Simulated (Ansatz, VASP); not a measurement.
# One calculation of SrTiO3, two programs

```
CELL_PARAMETERS angstrom
3.89112 0.00000 0.00000
0.00000 3.89112 0.02918
0.00000 0.02918 3.89112
ATOMIC_POSITIONS crystal
Sr 0.00000 0.00000 0.00000
Ti 0.50000 0.50000 0.50000
O 0.00000 0.50000 0.50000
O 0.50000 0.00000 0.50000
O 0.50000 0.50000 0.00000
```

Change from the starting cell: strain +0.0150 x Voigt [0, 0, 0, 1, 0, 0], atoms carried along.

Alike in both runs: task single point; functional PBEsol; k mesh 8 × 8 × 8; occupations gaussian, width 0.05 eV; no spin polarisation.

|  | VASP | Ansatz |
| --- | --- | --- |
| version | VASP 6.6.1 | Ansatz 0.2.0 |
| potentials or method | VASP PAW PBE potentials, release 64 (Sr_sv, Ti_sv, O), cutoff 520 eV | scalar-relativistic, plane waves, PAW |
| valence electrons in the cell | 40 | 40 |

|  | VASP | Ansatz | Ansatz less VASP |
| --- | --- | --- | --- |
| gap on the k mesh at the Fermi level (eV) | 1.78 | 1.82 | +0.032 |
| least direct gap on the mesh (eV) | 2.11 | 2.13 | +0.022 |
| pressure (GPa) | 0.7 | 0.0 | -0.68 |
| traceless stress, the component that is largest in VASP (GPa) | -1.72 | -1.72 | +0.006 |

VASP's potentials were made for PBE, not for PBEsol.
